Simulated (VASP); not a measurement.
A run of VASP 6.6.1 is set up as follows.

INCAR

```
SYSTEM = RuSe
  ALGO = Normal
  EDIFF = 1E-6
  ENCUT = 500
  GGA = PE
  GGA_COMPAT = .False.
  ISIF = 2
  ISMEAR = 0
  LASPH = .True.
  LCHARG = .False.
  LREAL = .False.
  LWAVE = .False.
  NBANDS = 17
  NELM = 120
  PREC = Accurate
  SIGMA = 0.05
```

Contents of KPOINTS:

```
k-points
0
Gamma
  10 10 10
  0 0 0
```

POSCAR

```
RuSe
1.0
    0.0000000000      2.7520188181      2.7520188181
    2.7520188181      0.0000000000      2.7520188181
    2.7520188181      2.7520188181      0.0000000000
Ru Se
1 1
Direct
    0.0000000000      0.0000000000      0.0000000000
    0.2500000000      0.2500000000      0.2500000000
```

Potentials or basis: VASP PAW PBE potentials, release 64 (Ru_pv, Se).

Launch:

```sh
$ cat potpaw_PBE.64/Ru_pv/POTCAR potpaw_PBE.64/Se/POTCAR > POTCAR
$ mpirun -np 1 vasp_std > vasp.out
```

(1) Predict the pressure.

(2) What does it give for the band gap on the k mesh?

Results:

(1) 0.1 GPa.

(2) zero (band 10 reaches 8.38 eV, above the bottom of band 11 at 5.94 eV).
